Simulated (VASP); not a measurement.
# InRu2 (P-4m2) in VASP: a series of runs

Runs on InRu2. Level: PBE. Tasks: single point, relaxation of cell and atoms.

All numbers are computed with VASP 6.6.1; they aren't measurements. Logs are shortened: lines on timing, memory, paths and dates and some standing lists are left out, and cuts for length are marked.

**1. The cell of the first run**

The structure is tetragonal, space group P-4m2 (No. 115). The conventional cell has a = 2.869 Å, b = 2.869 Å, c = 6.363 Å, α = 90.00°, β = 90.00°, γ = 90.00°. Within 3.7 Å of In (site symmetry -4m2) lie 4 Ru at 2.80 Å and 4 In at 2.87 Å. Ru (site symmetry 2mm) has 8 Ru at 2.55 to 2.87 Å and 2 In at 2.80 Å within 3.4 Å.

**2. Single point, PBE**

Contents of INCAR:

```
SYSTEM = InRu2
ALGO = Normal
EDIFF = 1E-7
ENCUT = 520
GGA = PE
ISIF = 2
ISMEAR = 0
LASPH = .TRUE.
LCHARG = .TRUE.
LELF = .TRUE.
LREAL = .FALSE.
LVHAR = .TRUE.
LWAVE = .FALSE.
NBANDS = 28
NELM = 60
PREC = Accurate
SIGMA = 0.1
```

Contents of KPOINTS:

```
k-points
0
G
  6 6 4
  0 0 0
```

Contents of POSCAR:

```
InRu2
1.0
    2.8687972111      0.0000000000      0.0000000000
    0.0000000000      2.8687972111      0.0000000000
    0.0000000000      0.0000000000      6.3632770317
In Ru
1 2
Direct
    0.0000000000      0.0000000000      0.5000000000
    0.5000000000      0.0000000000      0.8787038346
    0.0000000000      0.5000000000      0.1212961654
```

Potentials or basis: VASP PAW PBE potentials, release 64 (In_d, Ru_pv).

On the command line:

```sh
cat potpaw_PBE.64/In_d/POTCAR potpaw_PBE.64/Ru_pv/POTCAR > POTCAR
mpirun -np 1 vasp_std > vasp.out
```

OUTCAR:

```text
SYSTEM = InRu2
   EDIFF = 1E-7
   ENCUT = 520
   GGA = PE
   ISIF = 2
   ISMEAR = 0
   LASPH = .TRUE.
   LREAL = .FALSE.
   NELM = 60
   PREC = Accurate

 ion  position               nearest neighbor table
   1  0.000  0.000  0.500-   2 2.80   3 2.80   3 2.80   2 2.80
   2  0.500  0.000  0.879-   3 2.55   3 2.55   3 2.55   3 2.55   1 2.80   1 2.80
   3  0.000  0.500  0.121-   2 2.55   2 2.55   2 2.55   2 2.55   1 2.80   1 2.80

  LATTYP: Found a simple tetragonal cell.
 ALAT       =     2.8687972111
 C/A-ratio  =     2.2180992811

  Lattice vectors:

 A1 = (   2.8687972111,   0.0000000000,   0.0000000000)
 A2 = (   0.0000000000,   2.8687972111,   0.0000000000)
 A3 = (   0.0000000000,   0.0000000000,   6.3632770317)

Analysis of symmetry for initial positions (statically):
=====================================================================
 Subroutine PRICEL returns:
 Original cell was already a primitive cell.

 Routine SETGRP: Setting up the symmetry group for a
 simple tetragonal supercell.

 Subroutine GETGRP returns: Found  8 space group operations
 (whereof  8 operations were pure point group operations)
 out of a pool of 16 trial point group operations.

The static configuration has the point symmetry D_2d.

Analysis of symmetry for dynamics (positions and initial velocities):
=====================================================================
 Subroutine PRICEL returns:
 Original cell was already a primitive cell.

 Routine SETGRP: Setting up the symmetry group for a
 simple tetragonal supercell.

 Subroutine GETGRP returns: Found  8 space group operations
 (whereof  8 operations were pure point group operations)
 out of a pool of 16 trial point group operations.

The dynamic configuration has the point symmetry D_2d.

 Subroutine INISYM returns: Found  8 space group operations
 (whereof  8 operations are pure point group operations),
 and found     1 'primitive' translations

----------------------------------------------------------------------------------------

                                     Primitive cell

  volume of cell :      52.3698

  direct lattice vectors                    reciprocal lattice vectors
     2.868797211  0.000000000  0.000000000     0.348578141  0.000000000  0.000000000
     0.000000000  2.868797211  0.000000000     0.000000000  0.348578141  0.000000000
     0.000000000  0.000000000  6.363277032     0.000000000  0.000000000  0.157151731

  length of vectors
     2.868797211  2.868797211  6.363277032     0.348578141  0.348578141  0.157151731

  position of ions in fractional coordinates (direct lattice)
     0.000000000  0.000000000  0.500000000
     0.500000000  0.000000000  0.878703835
     0.000000000  0.500000000  0.121296165

  ion indices of the primitive-cell ions
   primitive index   ion index
                 1           1
                 2           2
                 3           3

----------------------------------------------------------------------------------------

 KPOINTS: k-points

Automatic generation of k-mesh.
 Grid dimensions read from file:
 generate k-points for:    6    6    4

 Generating k-lattice:

  Cartesian coordinates                     Fractional coordinates (reciprocal lattice)
     0.058096357  0.000000000  0.000000000     0.166666667  0.000000000  0.000000000
     0.000000000  0.058096357  0.000000000     0.000000000  0.166666667  0.000000000
     0.000000000  0.000000000  0.039287933     0.000000000  0.000000000  0.250000000

  Length of vectors
     0.058096357  0.058096357  0.039287933

  Shift w.r.t. Gamma in fractional coordinates (k-lattice)
     0.000000000  0.000000000  0.000000000

 Subroutine IBZKPT returns following result:
 ===========================================

 Found     30 irreducible k-points:

 Following reciprocal coordinates:
            Coordinates               Weight
  0.000000  0.000000  0.000000      1.000000
  0.166667  0.000000  0.000000      4.000000
  0.333333  0.000000  0.000000      4.000000
  0.500000  0.000000  0.000000      2.000000
  0.166667  0.166667  0.000000      4.000000
  0.333333  0.166667  0.000000      8.000000
[... 16 lines left out ...]
  0.333333  0.000000  0.500000      4.000000
  0.500000  0.000000  0.500000      2.000000
 [... further k-points ...]
   k-points           NKPTS =     30   k-points in BZ     NKDIM =     30   number of bands    NBANDS=     28
   number of dos      NEDOS =    301   number of ions     NIONS =      3
   total plane-waves  NPLWV =  27648
   dimension x,y,z NGX =    24 NGY =   24 NGZ =   48
   dimension x,y,z NGXF=    48 NGYF=   48 NGZF=   96
   ions per type =               1   2
   NGX,Y,Z   is equivalent  to a cutoff of  13.91, 13.91, 12.54 a.u.
   NGXF,Y,Z  is equivalent  to a cutoff of  27.82, 27.82, 25.08 a.u.
 SYSTEM =  InRu2
   PREC   = accura    normal or accurate (medium, high low for compatibility)
   ISTART =      0    job   : 0-new  1-cont  2-samecut
   ICHARG =      2    charge: 1-file 2-atom 10-const
   ISPIN  =      1    spin polarized calculation?
   LNONCOLLINEAR =      F non collinear calculations
   LSORBIT =      F    spin-orbit coupling
   LASPH  =      T    aspherical Exc in radial PAW
   ENCUT  =  520.0 eV  38.22 Ry    6.18 a.u.   5.33  5.33 11.83*2*pi/ulx,y,z
   NELM   =     60;   NELMIN=  2; NELMDL= -5     # of ELM steps
   EDIFF  = 0.1E-06   stopping-criterion for ELM
   LREAL  =      F    real-space projection
   EDIFFG = 0.1E-05   stopping-criterion for IOM
   NSW    =      0    number of steps for IOM
   IBRION =     -1    ionic relax: 0-MD 1-quasi-New 2-CG
   NFREE  =      0    steps in history (QN), initial steepest desc. (CG)
   ISIF   =      2    stress and relaxation
   ISYM   =      2    0-nonsym 1-usesym 2-fastsym
   POTIM  = 0.5000    time-step for ionic-motion
   TEBEG  =    0.0;   TEEND  =   0.0 temperature during run
   PSTRESS=    0.0 pullay stress
   NELECT =      41.0000    total number of electrons
   NUPDOWN=      -1.0000    fix difference up-down
   EMIN   =  10.00;   EMAX   =-10.00  energy-range for DOS
   EFERMI =   0.00;   METHOD = LEGACY
   ISMEAR =     0;   SIGMA  =   0.10  broadening in eV -4-tet -1-fermi 0-gaus
   EFERMI_NEDOS =   21; number of points for ismear=-14 and -15
   IALGO  =     38    algorithm
   IMIX   =      4    mixing-type and parameters
     AMIX     =   0.40;   BMIX     =  1.00
     AMIX_MAG =   1.60;   BMIX_MAG =  1.00
  volume/ion in A,a.u.               =      17.46       117.80
  Fermi-wavevector in a.u.,A,eV,Ry     =   1.508838  2.851290 30.974915  2.276592
  Thomas-Fermi vector in A             =   2.619239
   LORBIT       =      0    0 simple, 1 ext, 2 COOP (PROOUT), +10 PAW based schemes
   GGA     = PE    functional components
   LHFCALC =     F    Hartree Fock is set to
   AEXX    =    0.0000 exact exchange contribution
   IVDW    =     0    specifies the selected vdW correction
   LEPSILON=     F    determine dielectric tensor
   LRPA    =     F    only Hartree local field effects (RPA)
 non-spin polarized calculation
 Gauss-broadening in eV      SIGMA  =   0.10
  energy-cutoff  :      520.00
  volume of cell :       52.37
 maximum number of plane-waves:      1432
 NGX is ok and might be reduce to    24
   NGX = 11   NGY = 11   NGZ = 23

 number of electron      41.0000020 magnetization

 Free energy of the ion-electron system (eV)
  ---------------------------------------------------
  ext. energy  EPLUGINS =         0.00000000
  ---------------------------------------------------
  free energy    TOTEN  =       -20.27343931 eV

  energy without entropy =      -20.25188531  energy(sigma->0) =      -20.26266231

 E-fermi :  10.0346     XC(G=0): -12.3872

 val. band max:        9.9950769909   @ k =   0.3333   0.0000   0.2500
 cond. band min:      10.0421019993   @ k =   0.5000   0.3333   0.5000
 fundamental gap:      0.0470250084
 Fermi energy:        10.0345861535

 k-point     1 :       0.0000    0.0000    0.0000
  band No.  band energies     occupation
      1     -32.8763      2.00000
      2     -32.7099      2.00000
      3     -32.7099      2.00000
      4     -32.3508      2.00000
      5     -32.2849      2.00000
      6     -32.2849      2.00000
[... 20 lines left out ...]
     27      19.5089      0.00000
     28      21.0676      0.00000

 k-point     2 :       0.1667    0.0000    0.0000
  band No.  band energies     occupation
      1     -32.8900      2.00000
      2     -32.8167      2.00000
      3     -32.6759      2.00000
      4     -32.3320      2.00000
      5     -32.3140      2.00000
      6     -32.3074      2.00000
[... 20 lines left out ...]
     27      20.4054      0.00000
     28      20.9655      0.00000

 k-point     3 :       0.3333    0.0000    0.0000
  band No.  band energies     occupation
      1     -32.9797      2.00000
      2     -32.9587      2.00000
      3     -32.5869      2.00000
      4     -32.3731      2.00000
      5     -32.3721      2.00000
      6     -32.2995      2.00000
[... 20 lines left out ...]
     27      18.3961      0.00000
     28      20.9665      0.00000

 k-point     4 :       0.5000    0.0000    0.0000
  band No.  band energies     occupation
      1     -33.0369      2.00000
      2     -33.0249      2.00000
      3     -32.4848      2.00000
      4     -32.4636      2.00000
      5     -32.3401      2.00000
      6     -32.3347      2.00000
[... 20 lines left out ...]
     27      16.0621      0.00000
     28      20.9654      0.00000

 k-point     5 :       0.1667    0.1667    0.0000
  band No.  band energies     occupation
      1     -32.8990      2.00000
      2     -32.7997      2.00000
      3     -32.7618      2.00000
      4     -32.3828      2.00000
      5     -32.3263      2.00000
      6     -32.2845      2.00000
[... 20 lines left out ...]
     27      20.6937      0.00000
     28      20.9709      0.00000

 k-point     6 :       0.3333    0.1667    0.0000
  band No.  band energies     occupation
      1     -32.9630      2.00000
      2     -32.9493      2.00000
      3     -32.6755      2.00000
      4     -32.4560      2.00000
      5     -32.3611      2.00000
      6     -32.2817      2.00000
[... 463 lines left out ...]
      5     -32.2849      2.00000
      6     -32.2849      2.00000
[... 20 lines left out ...]
     27      20.4715      0.00000
     28      20.9652      0.00000

 k-point    22 :       0.1667    0.0000    0.5000
  band No.  band energies     occupation
      1     -32.8894      2.00000
      2     -32.8169      2.00000
      3     -32.6760      2.00000
      4     -32.3319      2.00000
      5     -32.3145      2.00000
      6     -32.3073      2.00000
[... 20 lines left out ...]
     27      20.0822      0.00000
     28      21.0605      0.00000

 k-point    23 :       0.3333    0.0000    0.5000
  band No.  band energies     occupation
      1     -32.9798      2.00000
      2     -32.9588      2.00000
      3     -32.5870      2.00000
      4     -32.3731      2.00000
      5     -32.3717      2.00000
      6     -32.2996      2.00000
[... 20 lines left out ...]
     27      16.5236      0.00000
     28      20.9669      0.00000

 k-point    24 :       0.5000    0.0000    0.5000
  band No.  band energies     occupation
      1     -33.0368      2.00000
      2     -33.0255      2.00000
      3     -32.4848      2.00000
      4     -32.4636      2.00000
      5     -32.3402      2.00000
      6     -32.3342      2.00000
[... 20 lines left out ...]
     27      16.9853      0.00000
     28      20.9685      0.00000

 [... further k-points ...]

------------------------ aborting loop because EDIFF is reached ----------------------------------------

  FORCE on cell =-STRESS in cart. coord.  units (eV):
  Direction    XX          YY          ZZ          XY          YZ          ZX
  --------------------------------------------------------------------------------------
  -------------------------------------------------------------------------------------
  Total       -0.0306949     -0.0306949      0.0530270      0.0000000      0.0000000      0.0000000
  in kB       -0.9390665     -0.9390665      1.6222849      0.0000000      0.0000000      0.0000000
  external PRESSURE =      -0.0852827 kB  Pullay stress =       0.0000000 kB

 VOLUME and BASIS-vectors are now :
 -----------------------------------------------------------------------------
  energy-cutoff  :      520.00
  volume of cell :       52.37
      direct lattice vectors                 reciprocal lattice vectors
     2.868797211  0.000000000  0.000000000     0.348578141  0.000000000  0.000000000
     0.000000000  2.868797211  0.000000000     0.000000000  0.348578141  0.000000000
     0.000000000  0.000000000  6.363277032     0.000000000  0.000000000  0.157151731

 POSITION                                       TOTAL-FORCE (eV/Angst)
 -----------------------------------------------------------------------------------
      0.00000      0.00000      3.18164        -0.000000      0.000000      0.000000
      1.43440      0.00000      5.59144         0.000000      0.000000     -0.010308
      0.00000      1.43440      0.77184         0.000000      0.000000      0.010308
 -----------------------------------------------------------------------------------
    total drift:                                0.000000      0.000000     -0.000000

  FREE ENERGIE OF THE ION-ELECTRON SYSTEM (eV)
  ---------------------------------------------------
  free  energy   TOTEN  =       -20.2734393061 eV

  energy  without entropy=      -20.2518853072  energy(sigma->0) =      -20.26266231
```

Run time: 20 s. Hardware: 1 thread of AMD EPYC 9R45 (Zen 5), shared host; peak memory 0.16 GiB.

Results:

- Free energy: -20.2734 eV
- Pressure: 0.0 GPa
- Largest force: 0.010 eV/Å

Forces on the atoms (eV/Å):
```
In   0.000  0.000  0.000
Ru   0.000  0.000 -0.010
Ru   0.000  0.000  0.010
```

Stress tensor (GPa, compression positive):
```
-0.09  0.00  0.00
 0.00 -0.09  0.00
 0.00  0.00  0.16
```

Caveat: the k points lie up to 0.37 Å⁻¹ apart; spin-orbit coupling is left out, which moves the levels of the heavy elements.

(Continued in part 2 of 2.)
